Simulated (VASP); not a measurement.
# Ti (P6_3/mmc) in VASP: a series of runs

Ti is run at these levels: PBE; tasks: single point.

Everything below comes from runs of VASP 6.6.1. Logs are shortened: lines on timing, memory, paths and dates and some standing lists are left out, and cuts for length are marked.

### 1 The cell of the first run

Symmetry: P6_3/mmc, No. 194, hexagonal system. Conventional cell: a = 2.861 Å, b = 2.861 Å, c = 4.545 Å, α = 90.00°, β = 90.00°, γ = 120.00°. Within 3.7 Å of Ti (site symmetry -6m2) lie 12 Ti at 2.81 to 2.86 Å.

### 2 Single point, PBE (strain -0.030 along x and y, -0.030 along z)

Input file INCAR:

```
  PREC = Accurate
  ENCUT = 520
  EDIFF = 1E-6
  ISMEAR = 0
  SIGMA = 0.15
  LREAL = False
  LASPH = True
  NELM = 80
  ALGO = Fast
  ISIF = 2
  LWAVE = False
  LCHARG = False
  GGA = PE
  NBANDS = 19
```

Input file KPOINTS:

```
regular mesh
0
Gamma
  18 18 10
```

Input file POSCAR:

```
Ti
1.0
    2.8614979246      0.0000000000      0.0000000000
   -1.4307489623      2.4781298956      0.0000000000
    0.0000000000      0.0000000000      4.5454200000
Ti
2
Direct
    0.3333333333      0.6666666667      0.2500000000
    0.6666666667      0.3333333333      0.7500000000
```

Potentials or basis: VASP PAW PBE potentials, release 64 (Ti_sv).

Launch:

```
$ cat potpaw_PBE.64/Ti_sv/POTCAR > POTCAR
$ mpirun -np 1 vasp_std > vasp.out
```

OUTCAR:

```text
PREC = Accurate
   ENCUT = 520
   EDIFF = 1E-6
   ISMEAR = 0
   LREAL = False
   LASPH = True
   NELM = 80
   ISIF = 2
   GGA = PE

 ion  position               nearest neighbor table
   1  0.333  0.667  0.250-   2 2.81   2 2.81   2 2.81   2 2.81   2 2.81   2 2.81
   2  0.667  0.333  0.750-   1 2.81   1 2.81   1 2.81   1 2.81   1 2.81   1 2.81

  LATTYP: Found a hexagonal cell.
 ALAT       =     2.8614979246
 C/A-ratio  =     1.5884757284

  Lattice vectors:

 A1 = (   2.8614979246,   0.0000000000,   0.0000000000)
 A2 = (  -1.4307489623,   2.4781298956,   0.0000000000)
 A3 = (   0.0000000000,   0.0000000000,   4.5454200000)

Analysis of symmetry for initial positions (statically):
=====================================================================
 Subroutine PRICEL returns:
 Original cell was already a primitive cell.

 Routine SETGRP: Setting up the symmetry group for a
 hexagonal supercell.

 Subroutine GETGRP returns: Found 24 space group operations
 (whereof 12 operations were pure point group operations)
 out of a pool of 24 trial point group operations.

The static configuration has the point symmetry D_3d.
 The point group associated with its full space group is D_6h.

Analysis of symmetry for dynamics (positions and initial velocities):
=====================================================================
 Subroutine PRICEL returns:
 Original cell was already a primitive cell.

 Routine SETGRP: Setting up the symmetry group for a
 hexagonal supercell.

 Subroutine GETGRP returns: Found 24 space group operations
 (whereof 12 operations were pure point group operations)
 out of a pool of 24 trial point group operations.

The dynamic configuration has the point symmetry D_3d.
 The point group associated with its full space group is D_6h.

 Subroutine INISYM returns: Found 24 space group operations
 (whereof 12 operations are pure point group operations),
 and found     1 'primitive' translations

----------------------------------------------------------------------------------------

                                     Primitive cell

  volume of cell :      32.2323

  direct lattice vectors                    reciprocal lattice vectors
     2.861497925  0.000000000  0.000000000     0.349467316  0.201765049  0.000000000
    -1.430748962  2.478129896  0.000000000     0.000000000  0.403530098  0.000000000
     0.000000000  0.000000000  4.545420000     0.000000000  0.000000000  0.220001672

  length of vectors
     2.861497925  2.861497925  4.545420000     0.403530098  0.403530098  0.220001672

  position of ions in fractional coordinates (direct lattice)
     0.333333333  0.666666667  0.250000000
     0.666666667  0.333333333  0.750000000

  ion indices of the primitive-cell ions
   primitive index   ion index
                 1           1
                 2           2

----------------------------------------------------------------------------------------

 KPOINTS: regular mesh

Automatic generation of k-mesh.
 Grid dimensions read from file:
 generate k-points for:   18   18   10

 Generating k-lattice:

  Cartesian coordinates                     Fractional coordinates (reciprocal lattice)
     0.019414851  0.011209169  0.000000000     0.055555556  0.000000000  0.000000000
     0.000000000  0.022418339  0.000000000     0.000000000  0.055555556  0.000000000
     0.000000000  0.000000000  0.022000167     0.000000000  0.000000000  0.100000000

  Length of vectors
     0.022418339  0.022418339  0.022000167

  Shift w.r.t. Gamma in fractional coordinates (k-lattice)
     0.000000000  0.000000000  0.000000000

 Subroutine IBZKPT returns following result:
 ===========================================

 Found    222 irreducible k-points:

 Following reciprocal coordinates:
            Coordinates               Weight
  0.000000  0.000000  0.000000      1.000000
  0.055556 -0.000000  0.000000      6.000000
  0.111111 -0.000000  0.000000      6.000000
  0.166667  0.000000  0.000000      6.000000
  0.222222  0.000000  0.000000      6.000000
  0.277778 -0.000000  0.000000      6.000000
[... 16 lines left out ...]
  0.333333  0.111111  0.000000     12.000000
  0.388889  0.111111  0.000000     12.000000
 [... further k-points ...]
   k-points           NKPTS =    222   k-points in BZ     NKDIM =    222   number of bands    NBANDS=     19
   number of dos      NEDOS =    301   number of ions     NIONS =      2
   total plane-waves  NPLWV =  20736
   dimension x,y,z NGX =    24 NGY =   24 NGZ =   36
   dimension x,y,z NGXF=    48 NGYF=   48 NGZF=   72
   ions per type =               2
   NGX,Y,Z   is equivalent  to a cutoff of  13.94, 13.94, 13.17 a.u.
   NGXF,Y,Z  is equivalent  to a cutoff of  27.89, 27.89, 26.33 a.u.
 SYSTEM =  unknown system
   PREC   = accura    normal or accurate (medium, high low for compatibility)
   ISTART =      0    job   : 0-new  1-cont  2-samecut
   ICHARG =      2    charge: 1-file 2-atom 10-const
   ISPIN  =      1    spin polarized calculation?
   LNONCOLLINEAR =      F non collinear calculations
   LSORBIT =      F    spin-orbit coupling
   LASPH  =      T    aspherical Exc in radial PAW
   ENCUT  =  520.0 eV  38.22 Ry    6.18 a.u.   5.32  5.32  8.45*2*pi/ulx,y,z
   NELM   =     80;   NELMIN=  2; NELMDL= -5     # of ELM steps
   EDIFF  = 0.1E-05   stopping-criterion for ELM
   LREAL  =      F    real-space projection
   EDIFFG = 0.1E-04   stopping-criterion for IOM
   NSW    =      0    number of steps for IOM
   IBRION =     -1    ionic relax: 0-MD 1-quasi-New 2-CG
   NFREE  =      0    steps in history (QN), initial steepest desc. (CG)
   ISIF   =      2    stress and relaxation
   ISYM   =      2    0-nonsym 1-usesym 2-fastsym
   POTIM  = 0.5000    time-step for ionic-motion
   TEBEG  =    0.0;   TEEND  =   0.0 temperature during run
   PSTRESS=    0.0 pullay stress
   NELECT =      24.0000    total number of electrons
   NUPDOWN=      -1.0000    fix difference up-down
   EMIN   =  10.00;   EMAX   =-10.00  energy-range for DOS
   EFERMI =   0.00;   METHOD = LEGACY
   ISMEAR =     0;   SIGMA  =   0.15  broadening in eV -4-tet -1-fermi 0-gaus
   EFERMI_NEDOS =   21; number of points for ismear=-14 and -15
   IALGO  =     68    algorithm
   IMIX   =      4    mixing-type and parameters
     AMIX     =   0.40;   BMIX     =  1.00
     AMIX_MAG =   1.60;   BMIX_MAG =  1.00
  volume/ion in A,a.u.               =      16.12       108.76
  Fermi-wavevector in a.u.,A,eV,Ry     =   1.483821  2.804014 29.956269  2.201724
  Thomas-Fermi vector in A             =   2.597434
   LORBIT       =      0    0 simple, 1 ext, 2 COOP (PROOUT), +10 PAW based schemes
   GGA     = PE    functional components
   LHFCALC =     F    Hartree Fock is set to
   AEXX    =    0.0000 exact exchange contribution
   IVDW    =     0    specifies the selected vdW correction
   LEPSILON=     F    determine dielectric tensor
   LRPA    =     F    only Hartree local field effects (RPA)
 non-spin polarized calculation
 RMM-DIIS sequential band-by-band and
 Gauss-broadening in eV      SIGMA  =   0.15
  energy-cutoff  :      520.00
  volume of cell :       32.23
 maximum number of plane-waves:       888
 NGX is ok and might be reduce to    24
   NGX = 11   NGY = 11   NGZ = 17

 number of electron      24.0000005 magnetization

 Free energy of the ion-electron system (eV)
  ---------------------------------------------------
  ext. energy  EPLUGINS =         0.00000000
  ---------------------------------------------------
  free energy    TOTEN  =       -15.61420098 eV

  energy without entropy =      -15.59242532  energy(sigma->0) =      -15.60331315

 E-fermi :   9.1526     XC(G=0): -11.8549

 val. band max:        9.1484438560   @ k =   0.3333   0.1667   0.4000
 cond. band min:       9.1536073428   @ k =   0.0556  -0.0000   0.5000
 fundamental gap:      0.0051634868
 Fermi energy:         9.1525667591

 k-point     1 :       0.0000    0.0000    0.0000
  band No.  band energies     occupation
      1     -47.5867      2.00000
      2     -47.4040      2.00000
      3     -24.2623      2.00000
      4     -23.4576      2.00000
      5     -23.4576      2.00000
      6     -23.3680      2.00000
[... 11 lines left out ...]
     18      10.9276      0.00000
     19      12.6028      0.00000

 k-point     2 :       0.0556   -0.0000    0.0000
  band No.  band energies     occupation
      1     -47.5826      2.00000
      2     -47.4024      2.00000
      3     -24.2537      2.00000
      4     -23.4758      2.00000
      5     -23.4637      2.00000
      6     -23.3715      2.00000
[... 11 lines left out ...]
     18      10.8722      0.00000
     19      12.6333      0.00000

 k-point     3 :       0.1111   -0.0000    0.0000
  band No.  band energies     occupation
      1     -47.5706      2.00000
      2     -47.3976      2.00000
      3     -24.2282      2.00000
      4     -23.5281      2.00000
      5     -23.4807      2.00000
      6     -23.4067      2.00000
[... 11 lines left out ...]
     18      10.7582      0.00000
     19      12.7093      0.00000

 k-point     4 :       0.1667    0.0000    0.0000
  band No.  band energies     occupation
      1     -47.5517      2.00000
      2     -47.3906      2.00000
      3     -24.1876      2.00000
      4     -23.6088      2.00000
      5     -23.5061      2.00000
      6     -23.4875      2.00000
[... 11 lines left out ...]
     18      11.0408      0.00000
     19      12.8018      0.00000

 k-point     5 :       0.2222    0.0000    0.0000
  band No.  band energies     occupation
      1     -47.5279      2.00000
      2     -47.3826      2.00000
      3     -24.1345      2.00000
      4     -23.7084      2.00000
      5     -23.5840      2.00000
      6     -23.5363      2.00000
[... 11 lines left out ...]
     18      11.4068      0.00000
     19      12.8888      0.00000

 k-point     6 :       0.2778   -0.0000    0.0000
  band No.  band energies     occupation
      1     -47.5014      2.00000
      2     -47.3751      2.00000
      3     -24.0725      2.00000
      4     -23.8149      2.00000
      5     -23.6838      2.00000
      6     -23.5676      2.00000
[... 11 lines left out ...]
     18      11.8250      0.00000
     19      12.9595      0.00000

 k-point     7 :       0.3333    0.0000    0.0000
  band No.  band energies     occupation
      1     -47.4748      2.00000
      2     -47.3697      2.00000
      3     -24.0065      2.00000
      4     -23.9152      2.00000
      5     -23.7752      2.00000
      6     -23.5962      2.00000
[... 11 lines left out ...]
     18      12.2560      0.00000
     19      13.0113      0.00000

 k-point     8 :       0.3889    0.0000    0.0000
  band No.  band energies     occupation
      1     -47.4511      2.00000
      2     -47.3672      2.00000
      3     -23.9970      2.00000
      4     -23.9430      2.00000
      5     -23.8482      2.00000
      6     -23.6192      2.00000
[... 256 lines left out ...]
 k-point    20 :       0.1667    0.1111    0.0000
  band No.  band energies     occupation
      1     -47.5184      2.00000
      2     -47.3797      2.00000
      3     -24.1126      2.00000
      4     -23.7139      2.00000
      5     -23.6620      2.00000
      6     -23.5181      2.00000
[... 11 lines left out ...]
     18      11.7200      0.00000
     19      12.8552      0.00000

 k-point    21 :       0.2222    0.1111    0.0000
  band No.  band energies     occupation
      1     -47.4930      2.00000
      2     -47.3731      2.00000
      3     -24.0522      2.00000
      4     -23.8107      2.00000
      5     -23.7338      2.00000
      6     -23.5651      2.00000
[... 11 lines left out ...]
     18      12.2057      0.00000
     19      12.8992      0.00000

 k-point    22 :       0.2778    0.1111    0.0000
  band No.  band energies     occupation
      1     -47.4674      2.00000
      2     -47.3685      2.00000
      3     -23.9876      2.00000
      4     -23.9043      2.00000
      5     -23.7968      2.00000
      6     -23.6101      2.00000
[... 11 lines left out ...]
     18      12.7294      0.00000
     19      12.9329      0.00000

 k-point    23 :       0.3333    0.1111    0.0000
  band No.  band energies     occupation
      1     -47.4445      2.00000
      2     -47.3669      2.00000
      3     -23.9806      2.00000
      4     -23.9247      2.00000
      5     -23.8474      2.00000
      6     -23.6466      2.00000
[... 11 lines left out ...]
     18      12.9552      0.00000
     19      13.2699      0.00000

 k-point    24 :       0.3889    0.1111    0.0000
  band No.  band energies     occupation
      1     -47.4275      2.00000
      2     -47.3677      2.00000
      3     -24.0302      2.00000
      4     -23.8804      2.00000
      5     -23.8740      2.00000
      6     -23.6701      2.00000
[... 11 lines left out ...]
     18      12.9674      0.00000
     19      13.8112      0.00000

 [... further k-points ...]
[... 5 lines left out ...]
  --------------------------------------------------------------------------------------
  -------------------------------------------------------------------------------------
  Total        1.8394011      1.8394011      1.7912549      0.0000000      0.0000000      0.0000000
  in kB       91.4314271     91.4314271     89.0382183      0.0000000      0.0000000      0.0000000
  external PRESSURE =      90.6336908 kB  Pullay stress =       0.0000000 kB

 VOLUME and BASIS-vectors are now :
 -----------------------------------------------------------------------------
  energy-cutoff  :      520.00
  volume of cell :       32.23
      direct lattice vectors                 reciprocal lattice vectors
     2.861497925  0.000000000  0.000000000     0.349467316  0.201765049  0.000000000
    -1.430748962  2.478129896  0.000000000     0.000000000  0.403530098  0.000000000
     0.000000000  0.000000000  4.545420000     0.000000000  0.000000000  0.220001672

 POSITION                                       TOTAL-FORCE (eV/Angst)
 -----------------------------------------------------------------------------------
     -0.00000      1.65209      1.13636        -0.000000     -0.000000      0.000000
      1.43075      0.82604      3.40907         0.000000      0.000000      0.000000
 -----------------------------------------------------------------------------------
    total drift:                               -0.000000      0.000000     -0.000000

  FREE ENERGIE OF THE ION-ELECTRON SYSTEM (eV)
  ---------------------------------------------------
  free  energy   TOTEN  =       -15.6142009765 eV

  energy  without entropy=      -15.5924253224  energy(sigma->0) =      -15.60331315
```

It took 4.6 min on 1 thread of Intel Xeon Platinum 8259CL at 2.50GHz (Skylake/Cascade Lake), shared host; peak memory 0.23 GiB.

What came out:

```yaml
Free_energy: -15.6142 eV
Pressure: 9.1 GPa
Band_gap_on_the_k_mesh: zero (band 12 reaches 9.97 eV, above the bottom of band 13 at 8.83 eV)
```

Caveat: the cell differs from its parent crystal (strain -0.030 along x and y, -0.030 along z).

### 3 Single point, PBE (strain -0.030 along x and y, -0.015 along z)

Input file INCAR:

```
PREC     = Accurate       # precision mode
ENCUT    = 520            # plane-wave cutoff, eV
EDIFF    = 1E-6           # SCF threshold, eV
ISMEAR   = 0              # smearing method
SIGMA    = 0.15           # smearing width, eV
LREAL    = F              # projectors in reciprocal space
LASPH    = T              # aspherical terms in the spheres
NELM     = 60             # most SCF steps
ALGO     = Fast           # electronic algorithm
ISIF     = 2              # what is computed and relaxed
LWAVE    = F              # write WAVECAR
LCHARG   = F              # write CHGCAR
GGA      = PE             # functional
NBANDS   = 19             # bands
```

Input file KPOINTS:

```
Automatic mesh
0
Gamma
  18 18 10
```

Edit POSCAR of step 2 so:

```diff
@@ -4,3 +4,3 @@
    -1.4307489623      2.4781298956      0.0000000000
-    0.0000000000      0.0000000000      4.5454200000
+    0.0000000000      0.0000000000      4.6157100000
 Ti
```

Potentials or basis: VASP PAW PBE potentials, release 64 (Ti_sv).

Launch:

```
$ cat potpaw_PBE.64/Ti_sv/POTCAR > POTCAR
$ mpirun -np 1 vasp_std > vasp.out
```

Wall time 4.7 min (1 thread of Intel Xeon Platinum 8259CL at 2.50GHz (Skylake/Cascade Lake), shared host); peak memory 0.23 GiB.

Results (log left out):

- Free energy: -15.6375 eV
- Pressure: 7.1 GPa
- Band gap on the k mesh: zero (band 12 reaches 9.79 eV, above the bottom of band 13 at 8.65 eV)

Stress tensor (GPa, compression positive):
```
7.82 0.00 0.00
0.00 7.82 0.00
0.00 0.00 5.61
```

Levels at points of the mesh, in eV from the Fermi level:
```
           k point  band 10  band 11  band 12  band 13  band 14  band 15
(0.00, 0.00, 0.00)    -2.84     0.77     0.82     0.84     0.84     1.35
(0.50, 0.00, 0.00)    -2.32    -2.02    -0.49     0.59     0.62     1.20
(0.00, 0.00, 0.50)    -4.45     0.01     0.01     0.76     0.76     0.76
(0.50, 0.00, 0.50)    -2.70    -0.92    -0.92     1.52     1.52     1.91
```

Caveat: the cell differs from its parent crystal (strain -0.030 along x and y, -0.015 along z).

### 4 Single point, PBE (strain -0.030 along x and y, +0.000 along z)

Input file INCAR:

```
PREC = Accurate ; ENCUT = 520
EDIFF = 1E-7 ; ISMEAR = 0
SIGMA = 0.15 ; LREAL = False
LASPH = True ; NELM = 60
ALGO = Fast ; ISIF = 2
LWAVE = False ; LCHARG = False
GGA = PE ; NBANDS = 19
```

KPOINTS is that of step 3.

Edit POSCAR of step 3 so:

```diff
@@ -4,3 +4,3 @@
    -1.4307489623      2.4781298956      0.0000000000
-    0.0000000000      0.0000000000      4.6157100000
+    0.0000000000      0.0000000000      4.6860000000
 Ti
```

Launch:

```
$ cat potpaw_PBE.64/Ti_sv/POTCAR > POTCAR
$ mpirun -np 1 vasp_std > vasp.out
```

It took 6.8 min on 1 thread of Intel Xeon Platinum 8259CL at 2.50GHz (Skylake/Cascade Lake), shared host; peak memory 0.24 GiB.

Results (log left out):

- Free energy: -15.6505 eV
- Pressure: 5.2 GPa
- Band gap on the k mesh: zero (band 12 reaches 9.52 eV, above the bottom of band 13 at 8.47 eV)

Stress tensor (GPa, compression positive):
```
6.49 0.00 0.00
0.00 6.49 0.00
0.00 0.00 2.53
```

Levels at points of the mesh, in eV from the Fermi level:
```
           k point  band 9  band 10  band 11  band 12  band 13  band 14  band 15  band 16
(0.00, 0.00, 0.00)   -6.30    -2.81     0.59     0.72     0.85     0.85     1.32     1.32
(0.50, 0.00, 0.00)   -2.36    -2.26    -1.99    -0.44     0.55     0.67     1.12     3.67
(0.00, 0.00, 0.50)   -4.46    -4.46    -0.04    -0.04     0.80     0.80     0.80     0.80
(0.50, 0.00, 0.50)   -2.65    -2.65    -0.93    -0.93     1.50     1.50     1.93     1.93
```

Caveat: the cell differs from its parent crystal (strain -0.030 along x and y, +0.000 along z).

### 5 Summary

| cell | further INCAR settings | gap on the mesh (eV) | pressure (GPa) |
| --- | --- | --- | --- |
| a = 2.861, b = 2.861, c = 4.545 Å, angles 90.0, 90.0, 120.0°, 2 atoms | ALGO = Fast; EDIFF = 1e-06; NBANDS = 19 | none | 9.1 |
| a = 2.861, b = 2.861, c = 4.616 Å, angles 90.0, 90.0, 120.0°, 2 atoms | ALGO = Fast; EDIFF = 1e-06; NBANDS = 19 | none | 7.1 |
| a = 2.861, b = 2.861, c = 4.686 Å, angles 90.0, 90.0, 120.0°, 2 atoms | ALGO = Fast; EDIFF = 1e-07; NBANDS = 19 | none | 5.2 |

Alike in all rows: task single point; level PBE; potentials or basis VASP PAW PBE potentials, release 64 (Ti_sv); no spin polarisation; k mesh 18 × 18 × 10; cutoff (eV) 520; smearing gaussian 0.15 eV.

Absolute energies hang on the potentials; compare differences alone.
